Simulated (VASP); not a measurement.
Write the native input for VASP 6.6.1 that does the following.

| Property | Result |
| --- | --- |
| Task | single point |
| Functional | PBE |
| Potentials or basis | VASP PAW PBE potentials, release 64 (Be, Zn, Se) |
| Cutoff | 520 eV |
| k mesh | 4 × 4 × 4 |
| Occupations | gaussian, width 0.1 eV |
| Spin | no spin polarisation |
| Dipole correction | no |
| Further INCAR settings | ALGO = Normal; EDIFF = 1e-07; NBANDS = 41 |

The structure of Be3Zn2Se5 lies in POSCAR:

```
Be3Zn2Se5
1.0
   -0.0018706789     -3.8145179645     -0.0014617346
    3.8098000041      0.0018181916      0.0038408917
   -1.8882393713      1.9118940578     13.5571703604
Be Zn Se
3 2 5
Direct
    0.5012556798      0.5031297919      1.0000415353
    0.7044045220      0.7034422916      0.4077180887
    0.2950300469      0.2953039379      0.5923345348
    0.8986974100      0.8952860295      0.7960390759
    0.1000366677      0.1015677430      0.2040604515
    0.4553682650      0.9569991154      0.9090491207
    0.0465271407      0.5459899031      0.0906990050
    0.6577663992      0.1589573539      0.3172450644
    0.2504929544      0.7494477445      0.5000148132
    0.8404209145      0.3398760894      0.6827983106
```

The input as run:

INCAR

```
SYSTEM = Be3Zn2Se5
PREC     = Accurate       ! precision mode
ENCUT    = 520            ! plane-wave cutoff, eV
EDIFF    = 1E-7           ! SCF threshold, eV
ISMEAR   = 0              ! smearing method
SIGMA    = 0.1            ! smearing width, eV
LREAL    = .False.        ! projectors in reciprocal space
LASPH    = .True.         ! aspherical terms in the spheres
NELM     = 80             ! most SCF steps
ALGO     = Normal         ! electronic algorithm
ISIF     = 2              ! what is computed and relaxed
LWAVE    = .False.        ! write WAVECAR
LCHARG   = .False.        ! write CHGCAR
GGA      = PE             ! functional
NBANDS   = 41             ! bands
```

KPOINTS

```
Automatic mesh
0
Gamma
  4 4 4
  0 0 0
```

Potentials or basis: VASP PAW PBE potentials, release 64 (Be, Zn, Se).

The run is started by

```sh
$ cat potpaw_PBE.64/Be/POTCAR potpaw_PBE.64/Zn/POTCAR potpaw_PBE.64/Se/POTCAR > POTCAR
$ mpirun -np 1 vasp_std > vasp.out
```

Results of the run:

```json
{"Pressure": "0.3 GPa", "Largest force": "0.036 eV/Å", "Band gap on the k mesh": "2.47 eV"}
```

It took 6.8 min on 1 thread of AMD EPYC 7R13, with other jobs on the host, peak memory 0.39 GiB.
